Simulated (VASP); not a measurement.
Input of a VASP 6.6.1 run:

The input POSCAR:

```
Si
1.0
    0.0000000000      2.7576691254      2.7576691254
    2.7576691254      0.0000000000      2.7576691254
    2.7576691254      2.7576691254      0.0000000000
Si
2
Direct
    0.5000000000      0.5000000000      0.5000000000
    0.7500000000      0.7500000000      0.7500000000
```

Contents of INCAR.step1:

```
ALGO     = Normal         # electronic algorithm
EDIFF    = 1E-5           # SCF threshold, eV
ENCUT    = 520            # plane-wave cutoff, eV
GGA      = PE             # functional
ISIF     = 2              # what is computed and relaxed
ISMEAR   = -1             # smearing method
LASPH    = True           # aspherical terms in the spheres
LCHARG   = False          # write CHGCAR
LREAL    = False          # projectors in reciprocal space
LWAVE    = True           # write WAVECAR
NBANDS   = 11             # bands
NELM     = 60             # most SCF steps
PREC     = Accurate       # precision mode
SIGMA    = 0.05           # smearing width, eV
```

INCAR.step2

```
AEXX     = 0.25           # exact-exchange fraction
ALGO     = Normal         # electronic algorithm
EDIFF    = 1E-7           # SCF threshold, eV
ENCUT    = 520            # plane-wave cutoff, eV
GGA      = PS             # functional
ISIF     = 2              # what is computed and relaxed
ISMEAR   = -1             # smearing method
ISTART   = 1            
LASPH    = True           # aspherical terms in the spheres
LCHARG   = False          # write CHGCAR
LHFCALC  = True           # exact exchange
LREAL    = False          # projectors in reciprocal space
LWAVE    = False          # write WAVECAR
NBANDS   = 11             # bands
NELM     = 60             # most SCF steps
PREC     = Accurate       # precision mode
PRECFOCK = Normal       
SIGMA    = 0.05           # smearing width, eV
```

Contents of KPOINTS:

```
k-points
0
Gamma
  4 4 4
```

Potentials or basis: VASP PAW PBE potentials, release 64 (Si).

Launch:

```bash
$ cat potpaw_PBE.64/Si/POTCAR > POTCAR
$ cp INCAR.step1 INCAR
$ mpirun -np 1 vasp_std > vasp.out
$ cp INCAR.step2 INCAR
$ mpirun -np 1 vasp_std > vasp.out
```

Q: What does it give for the pressure?

A: -4.8 GPa.

Q: What does it give for the band gap on the k mesh?

A: 2.05 eV, indirect (least direct gap 4.03 eV).

Caveat: the k points lie up to 0.49 Å⁻¹ apart; the PAW data sets were made with another functional, which shifts forces and pressure a little. A k mesh can miss the band edges.
